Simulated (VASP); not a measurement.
# CdF2 in VASP: further runs

Aim: see how the results for CdF2 move with the level of theory and the settings. Levels: r2SCAN, PBE. Tasks: single point.

Everything below comes from runs of VASP 6.6.1. Logs are shortened: lines on timing, memory, paths and dates and some standing lists are left out, and cuts for length are marked.

### Step 1. The cell of the first run

The structure is cubic, space group Fm-3m (No. 225). Conventional cell: a = 5.365 Å, b = 5.365 Å, c = 5.365 Å, α = 90.00°, β = 90.00°, γ = 90.00°. Cd (site symmetry m-3m) has 8 F at 2.32 Å within 3.1 Å. F (site symmetry -43m) has 4 Cd at 2.32 Å and 6 F at 2.68 Å within 3.1 Å.

### Step 2. Single point, r2SCAN

Contents of POSCAR:

```
CdF2
1.0
    0.0000000000      2.6825809990      2.6825809990
    2.6825809990      0.0000000000      2.6825809990
    2.6825809990      2.6825809990      0.0000000000
Cd F
1 2
Direct
    0.0000000000      0.0000000000      0.0000000000
    0.2500000000      0.2500000000      0.2500000000
    0.7500000000      0.7500000000      0.7500000000
```

Contents of INCAR.step1:

```
SYSTEM = CdF2
PREC = Accurate
ENCUT = 520
ISMEAR = 0
SIGMA = 0.01
LREAL = .False.
LASPH = .True.
NELM = 60
NBANDS = 20
GGA = PE
ALGO = Normal
EDIFF = 1E-4
LWAVE = .True.
LCHARG = .False.
```

Contents of INCAR.step2:

```
SYSTEM = CdF2
PREC = Accurate
ENCUT = 520
EDIFF = 1E-6
ISMEAR = 0
SIGMA = 0.01
LREAL = .False.
LASPH = .True.
NELM = 60
ALGO = Normal
ISIF = 2
LWAVE = .False.
LCHARG = .False.
METAGGA = R2SCAN
LMIXTAU = .True.
NBANDS = 20
ISTART = 1
```

Contents of KPOINTS:

```
regular mesh
0
Gamma
  8 8 8
  0 0 0
```

Potentials or basis: VASP PAW PBE potentials, release 64 (Cd, F).

The run is started by

```sh
$ cat potpaw_PBE.64/Cd/POTCAR potpaw_PBE.64/F/POTCAR > POTCAR
$ cp INCAR.step1 INCAR
$ mpirun -np 1 vasp_std > vasp.out
$ cp INCAR.step2 INCAR
$ mpirun -np 1 vasp_std > vasp.out
```

OUTCAR:

```text
SYSTEM = CdF2
   PREC = Accurate
   ENCUT = 520
   EDIFF = 1E-6
   ISMEAR = 0
   LREAL = .False.
   LASPH = .True.
   NELM = 60
   ISIF = 2
   METAGGA = R2SCAN
   ISTART = 1

 ion  position               nearest neighbor table
   1  0.000  0.000  0.000-   3 2.32   3 2.32   3 2.32   2 2.32   3 2.32   2 2.32   2 2.32   2 2.32

   2  0.250  0.250  0.250-   1 2.32   1 2.32   1 2.32   1 2.32
   3  0.750  0.750  0.750-   1 2.32   1 2.32   1 2.32   1 2.32

  LATTYP: Found a face centered cubic cell.
 ALAT       =     5.3651619980

  Lattice vectors:

 A1 = (   0.0000000000,   2.6825809990,   2.6825809990)
 A2 = (   2.6825809990,   0.0000000000,   2.6825809990)
 A3 = (   2.6825809990,   2.6825809990,   0.0000000000)

Analysis of symmetry for initial positions (statically):
=====================================================================
 Subroutine PRICEL returns:
 Original cell was already a primitive cell.

 Routine SETGRP: Setting up the symmetry group for a
 face centered cubic supercell.

 Subroutine GETGRP returns: Found 48 space group operations
 (whereof 48 operations were pure point group operations)
 out of a pool of 48 trial point group operations.

The static configuration has the point symmetry O_h .

Analysis of symmetry for dynamics (positions and initial velocities):
=====================================================================
 Subroutine PRICEL returns:
 Original cell was already a primitive cell.

 Routine SETGRP: Setting up the symmetry group for a
 face centered cubic supercell.

 Subroutine GETGRP returns: Found 48 space group operations
 (whereof 48 operations were pure point group operations)
 out of a pool of 48 trial point group operations.

The dynamic configuration has the point symmetry O_h .

 Subroutine INISYM returns: Found 48 space group operations
 (whereof 48 operations are pure point group operations),
 and found     1 'primitive' translations

----------------------------------------------------------------------------------------

                                     Primitive cell

  volume of cell :      38.6090

  direct lattice vectors                    reciprocal lattice vectors
     0.000000000  2.682580999  2.682580999    -0.186387662  0.186387662  0.186387662
     2.682580999  0.000000000  2.682580999     0.186387662 -0.186387662  0.186387662
     2.682580999  2.682580999  0.000000000     0.186387662  0.186387662 -0.186387662

  length of vectors
     3.793742431  3.793742431  3.793742431     0.322832900  0.322832900  0.322832900

  position of ions in fractional coordinates (direct lattice)
     0.000000000  0.000000000  0.000000000
     0.250000000  0.250000000  0.250000000
     0.750000000  0.750000000  0.750000000

  ion indices of the primitive-cell ions
   primitive index   ion index
                 1           1
                 2           2
                 3           3

----------------------------------------------------------------------------------------

 KPOINTS: regular mesh

Automatic generation of k-mesh.
 Grid dimensions read from file:
 generate k-points for:    8    8    8

 Generating k-lattice:

  Cartesian coordinates                     Fractional coordinates (reciprocal lattice)
    -0.023298458  0.023298458  0.023298458     0.125000000  0.000000000  0.000000000
     0.023298458 -0.023298458  0.023298458     0.000000000  0.125000000  0.000000000
     0.023298458  0.023298458 -0.023298458     0.000000000  0.000000000  0.125000000

  Length of vectors
     0.040354113  0.040354113  0.040354113

  Shift w.r.t. Gamma in fractional coordinates (k-lattice)
     0.000000000  0.000000000  0.000000000

 Subroutine IBZKPT returns following result:
 ===========================================

 Found     29 irreducible k-points:

 Following reciprocal coordinates:
            Coordinates               Weight
  0.000000  0.000000  0.000000      1.000000
  0.125000  0.000000  0.000000      8.000000
  0.250000  0.000000  0.000000      8.000000
  0.375000  0.000000  0.000000      8.000000
  0.500000  0.000000  0.000000      4.000000
  0.125000  0.125000  0.000000      6.000000
[... 16 lines left out ...]
  0.500000  0.250000  0.125000     48.000000
 -0.375000  0.250000  0.125000     24.000000
 [... further k-points ...]
   k-points           NKPTS =     29   k-points in BZ     NKDIM =     29   number of bands    NBANDS=     20
   number of dos      NEDOS =    301   number of ions     NIONS =      3
   total plane-waves  NPLWV =  21952
   dimension x,y,z NGX =    28 NGY =   28 NGZ =   28
   dimension x,y,z NGXF=    56 NGYF=   56 NGZF=   56
   ions per type =               1   2
   NGX,Y,Z   is equivalent  to a cutoff of  12.27, 12.27, 12.27 a.u.
   NGXF,Y,Z  is equivalent  to a cutoff of  24.54, 24.54, 24.54 a.u.
 SYSTEM =  CdF2
   PREC   = accura    normal or accurate (medium, high low for compatibility)
   ISTART =      1    job   : 0-new  1-cont  2-samecut
   ICHARG =      0    charge: 1-file 2-atom 10-const
   ISPIN  =      1    spin polarized calculation?
   LNONCOLLINEAR =      F non collinear calculations
   LSORBIT =      F    spin-orbit coupling
   LASPH  =      T    aspherical Exc in radial PAW
   ENCUT  =  520.0 eV  38.22 Ry    6.18 a.u.   7.05  7.05  7.05*2*pi/ulx,y,z
   NELM   =     60;   NELMIN=  2; NELMDL=  0     # of ELM steps
   EDIFF  = 0.1E-05   stopping-criterion for ELM
   LREAL  =      F    real-space projection
[... 7 lines left out ...]
   TEBEG  =    0.0;   TEEND  =   0.0 temperature during run
   PSTRESS=    0.0 pullay stress
   NELECT =      26.0000    total number of electrons
   NUPDOWN=      -1.0000    fix difference up-down
   EMIN   =  10.00;   EMAX   =-10.00  energy-range for DOS
   EFERMI =   0.00;   METHOD = LEGACY
   ISMEAR =     0;   SIGMA  =   0.01  broadening in eV -4-tet -1-fermi 0-gaus
   EFERMI_NEDOS =   21; number of points for ismear=-14 and -15
   IALGO  =     38    algorithm
   IMIX   =      4    mixing-type and parameters
     AMIX     =   0.40;   BMIX     =  1.00
     AMIX_MAG =   1.60;   BMIX_MAG =  1.00
  volume/ion in A,a.u.               =      12.87        86.85
  Fermi-wavevector in a.u.,A,eV,Ry     =   1.434949  2.711660 28.015462  2.059078
  Thomas-Fermi vector in A             =   2.554301
   LORBIT       =      0    0 simple, 1 ext, 2 COOP (PROOUT), +10 PAW based schemes
   METAGGA = R2SCAN    functional components
   LHFCALC =     F    Hartree Fock is set to
   AEXX    =    0.0000 exact exchange contribution
   IVDW    =     0    specifies the selected vdW correction
   LEPSILON=     F    determine dielectric tensor
   LRPA    =     F    only Hartree local field effects (RPA)
 non-spin polarized calculation
 Gauss-broadening in eV      SIGMA  =   0.01
  energy-cutoff  :      520.00
  volume of cell :       38.61
 maximum number of plane-waves:      1056
   NGX = 15   NGY = 15   NGZ = 15

 number of electron      25.9999999 magnetization

 Free energy of the ion-electron system (eV)
  ---------------------------------------------------
  ext. energy  EPLUGINS =         0.00000000
  ---------------------------------------------------
  free energy    TOTEN  =       -33.71267790 eV

  energy without entropy =      -33.71267790  energy(sigma->0) =      -33.71267790

 E-fermi :  -1.6247     XC(G=0): -11.1227

 val. band max:       -1.7713271163   @ k =  -0.2500   0.5000   0.2500
 cond. band min:       2.0257458049   @ k =   0.0000   0.0000   0.0000
 fundamental gap:      3.7970729212
 Fermi energy:        -1.6247498854

 k-point     1 :       0.0000    0.0000    0.0000
  band No.  band energies     occupation
      1     -23.7829      2.00000
      2     -22.6825      2.00000
      3      -7.4422      2.00000
      4      -7.4422      2.00000
      5      -7.4422      2.00000
      6      -6.1442      2.00000
[... 12 lines left out ...]
     19      19.1890      0.00000
     20      19.1890      0.00000

 k-point     2 :       0.1250    0.0000    0.0000
  band No.  band energies     occupation
      1     -23.7340      2.00000
      2     -22.7259      2.00000
      3      -7.3801      2.00000
      4      -7.3801      2.00000
      5      -7.2683      2.00000
      6      -6.1641      2.00000
[... 12 lines left out ...]
     19      18.7765      0.00000
     20      18.7765      0.00000

 k-point     3 :       0.2500    0.0000    0.0000
  band No.  band energies     occupation
      1     -23.6011      2.00000
      2     -22.8464      2.00000
      3      -7.2364      2.00000
      4      -7.2363      2.00000
      5      -6.7995      2.00000
      6      -6.1819      2.00000
[... 12 lines left out ...]
     19      18.0633      0.00000
     20      18.6185      0.00000

 k-point     4 :       0.3750    0.0000    0.0000
  band No.  band energies     occupation
      1     -23.4173      2.00000
      2     -23.0147      2.00000
      3      -7.1169      2.00000
      4      -7.1168      2.00000
      5      -6.2043      2.00000
      6      -6.1284      2.00000
[... 12 lines left out ...]
     19      17.5073      0.00000
     20      18.2220      0.00000

 k-point     5 :       0.5000    0.0000    0.0000
  band No.  band energies     occupation
      1     -23.2488      2.00000
      2     -23.1765      2.00000
      3      -7.0802      2.00000
      4      -7.0802      2.00000
      5      -6.0731      2.00000
      6      -6.0730      2.00000
[... 12 lines left out ...]
     19      17.2841      0.00000
     20      17.8602      0.00000
[... 353 lines left out ...]
      6      -6.0295      2.00000
[... 12 lines left out ...]
     19      18.8679      0.00000
     20      20.9086      0.00000

 k-point    22 :       0.3750    0.2500    0.1250
  band No.  band energies     occupation
      1     -23.5087      2.00000
      2     -22.9223      2.00000
      3      -7.0941      2.00000
      4      -7.0466      2.00000
      5      -6.5093      2.00000
      6      -6.4369      2.00000
[... 12 lines left out ...]
     19      18.7290      0.00000
     20      21.3957      0.00000

 k-point    23 :       0.5000    0.2500    0.1250
  band No.  band energies     occupation
      1     -23.3605      2.00000
      2     -23.0522      2.00000
      3      -6.9981      2.00000
      4      -6.8853      2.00000
      5      -6.4035      2.00000
      6      -6.1479      2.00000
[... 12 lines left out ...]
     19      18.0992      0.00000
     20      21.3686      0.00000

 k-point    24 :      -0.3750    0.2500    0.1250
  band No.  band energies     occupation
      1     -23.2205      2.00000
      2     -23.1842      2.00000
      3      -6.9659      2.00000
      4      -6.8437      2.00000
      5      -6.2161      2.00000
      6      -6.1886      2.00000
[... 12 lines left out ...]
     19      17.8290      0.00000
     20      21.7866      0.00000

 [... further k-points ...]

------------------------ aborting loop because EDIFF is reached ----------------------------------------

  FORCE on cell =-STRESS in cart. coord.  units (eV):
  Direction    XX          YY          ZZ          XY          YZ          ZX
  --------------------------------------------------------------------------------------
  -------------------------------------------------------------------------------------
  Total        0.6221296      0.6221296      0.6221296      0.0000000      0.0000000      0.0000000
  in kB       25.8168322     25.8168322     25.8168322      0.0000000      0.0000000      0.0000000
  external PRESSURE =      25.8168322 kB  Pullay stress =       0.0000000 kB

 VOLUME and BASIS-vectors are now :
 -----------------------------------------------------------------------------
  energy-cutoff  :      520.00
  volume of cell :       38.61
      direct lattice vectors                 reciprocal lattice vectors
     0.000000000  2.682580999  2.682580999    -0.186387662  0.186387662  0.186387662
     2.682580999  0.000000000  2.682580999     0.186387662 -0.186387662  0.186387662
     2.682580999  2.682580999  0.000000000     0.186387662  0.186387662 -0.186387662

 POSITION                                       TOTAL-FORCE (eV/Angst)
 -----------------------------------------------------------------------------------
      0.00000      0.00000      0.00000         0.000000      0.000000      0.000000
      1.34129      1.34129      1.34129        -0.000000      0.000000      0.000000
      4.02387      4.02387      4.02387         0.000000     -0.000000     -0.000000
 -----------------------------------------------------------------------------------
    total drift:                                0.000000      0.000000      0.000000

  FREE ENERGIE OF THE ION-ELECTRON SYSTEM (eV)
  ---------------------------------------------------
  free  energy   TOTEN  =       -33.7126779015 eV

  energy  without entropy=      -33.7126779015  energy(sigma->0) =      -33.71267790
```

Wall time 3.3 min (1 thread of Intel Xeon 8259CL, shared host); peak memory 0.17 GiB.

What came out:

```
Free energy            : -33.7127 eV
Pressure               : 2.6 GPa
Band gap on the k mesh : 3.80 eV (least direct gap 4.28 eV)
```

Caveat: the PAW data sets were made with another functional, which shifts forces and pressure a little.

### Step 3. Single point, PBE (uniaxial y strain -2.2%)

Contents of INCAR:

```
PREC = Accurate ; ENCUT = 520
EDIFF = 1E-7 ; ISMEAR = -1
SIGMA = 0.02 ; LREAL = False
LASPH = True ; NELM = 100
ALGO = Normal ; ISIF = 2
LWAVE = False ; LCHARG = False
GGA = PE ; NBANDS = 20
```

Contents of KPOINTS:

```
regular mesh
0
Gamma
  8 8 8
```

Contents of POSCAR:

```
CdF2
1.0
    0.0000000000      2.6241007332      2.6825809990
    2.6825809990      0.0000000000      2.6825809990
    2.6825809990      2.6241007332      0.0000000000
Cd F
1 2
Direct
    0.0000000000      0.0000000000      0.0000000000
    0.2500000000      0.2500000000      0.2500000000
    0.7500000000      0.7500000000      0.7500000000
```

Potentials or basis: VASP PAW PBE potentials, release 64 (Cd, F).

The run is started by

```sh
$ cat potpaw_PBE.64/Cd/POTCAR potpaw_PBE.64/F/POTCAR > POTCAR
$ mpirun -np 1 vasp_std > vasp.out
```

OUTCAR:

```text
PREC = Accurate
   ENCUT = 520
   EDIFF = 1E-7
   ISMEAR = -1
   LREAL = False
   LASPH = True
   NELM = 100
   ISIF = 2
   GGA = PE

 ion  position               nearest neighbor table
   1  0.000  0.000  0.000-   3 2.31   3 2.31   3 2.31   2 2.31   3 2.31   2 2.31   2 2.31   2 2.31

   2  0.250  0.250  0.250-   1 2.31   1 2.31   1 2.31   1 2.31
   3  0.750  0.750  0.750-   1 2.31   1 2.31   1 2.31   1 2.31

  LATTYP: Found a body centered tetragonal cell.
 ALAT       =     3.7937424310
 C/A-ratio  =     1.3833837067

[... 743 lines left out ...]

  FORCE on cell =-STRESS in cart. coord.  units (eV):
  Direction    XX          YY          ZZ          XY          YZ          ZX
  --------------------------------------------------------------------------------------
  -------------------------------------------------------------------------------------
  Total        2.3631363      2.9394012      2.3631363      0.0000000      0.0000000      0.0000000
  in kB      100.2497203    124.6962140    100.2497203      0.0000000      0.0000000      0.0000000
  external PRESSURE =     108.3985515 kB  Pullay stress =       0.0000000 kB

 VOLUME and BASIS-vectors are now :
 -----------------------------------------------------------------------------
  energy-cutoff  :      520.00
  volume of cell :       37.77
      direct lattice vectors                 reciprocal lattice vectors
     0.000000000  2.624100733  2.682580999    -0.186387662  0.190541466  0.186387662
     2.682580999  0.000000000  2.682580999     0.186387662 -0.190541466  0.186387662
     2.682580999  2.624100733  0.000000000     0.186387662  0.190541466 -0.186387662

 POSITION                                       TOTAL-FORCE (eV/Angst)
 -----------------------------------------------------------------------------------
      0.00000      0.00000      0.00000         0.000000      0.000000     -0.000000
      1.34129      1.31205      1.34129        -0.000000      0.000000      0.000000
      4.02387      3.93615      4.02387         0.000000     -0.000000     -0.000000
 -----------------------------------------------------------------------------------
    total drift:                                0.000000      0.000000      0.000000

  FREE ENERGIE OF THE ION-ELECTRON SYSTEM (eV)
  ---------------------------------------------------
  free  energy   TOTEN  =       -10.7817440287 eV

  energy  without entropy=      -10.7817440287  energy(sigma->0) =      -10.78174403
```

OSZICAR:

```text
N       E                     dE             d eps       ncg     rms          rms(c)
DAV:   1     0.195429105567E+03    0.19543E+03   -0.15637E+04  2440   0.133E+03
DAV:   2    -0.406910856155E+01   -0.19950E+03   -0.19125E+03  2576   0.343E+02
DAV:   3    -0.124124263589E+02   -0.83433E+01   -0.83220E+01  2704   0.769E+01
DAV:   4    -0.124479632682E+02   -0.35537E-01   -0.35536E-01  2504   0.514E+00
DAV:   5    -0.124480896015E+02   -0.12633E-03   -0.12633E-03  2708   0.274E-01    0.108E+01
DAV:   6    -0.107494656673E+02    0.16986E+01   -0.38490E+00  2972   0.363E+01    0.791E+00
DAV:   7    -0.107943192316E+02   -0.44854E-01   -0.86050E-01  2408   0.843E+00    0.452E+00
DAV:   8    -0.107888841328E+02    0.54351E-02   -0.12143E-01  2440   0.341E+00    0.677E-01
DAV:   9    -0.107810534588E+02    0.78307E-02   -0.30131E-02  2828   0.230E+00    0.837E-02
DAV:  10    -0.107816298457E+02   -0.57639E-03   -0.27695E-03  2444   0.558E-01    0.116E-01
DAV:  11    -0.107817248013E+02   -0.94956E-04   -0.96216E-05  2548   0.917E-02    0.328E-02
DAV:  12    -0.107817424748E+02   -0.17673E-04   -0.23158E-05  2460   0.465E-02    0.182E-02
DAV:  13    -0.107817442054E+02   -0.17306E-05   -0.64619E-06  2548   0.206E-02    0.285E-03
DAV:  14    -0.107817439959E+02    0.20951E-06   -0.52110E-07  2576   0.859E-03    0.604E-04
DAV:  15    -0.107817440287E+02   -0.32797E-07   -0.55866E-08  1968   0.242E-03
   1 F= -.10781744E+02 E0= -.10781744E+02  d E =-.257092E-12
```

Wall time 1.7 min (1 thread of Intel Xeon 8259CL, shared host); peak memory 0.18 GiB.

What came out:

| Property | Result |
| --- | --- |
| Free energy | -10.7817 eV |
| Pressure | 10.8 GPa |
| Band gap on the k mesh | 3.17 eV (least direct gap 3.62 eV) |

Stress tensor (GPa, compression positive):
```
10.02  0.00  0.00
 0.00 12.47  0.00
 0.00  0.00 10.02
```

Caveat: the cell differs from its parent crystal (uniaxial y strain -2.2%); the cell stands under pressure.
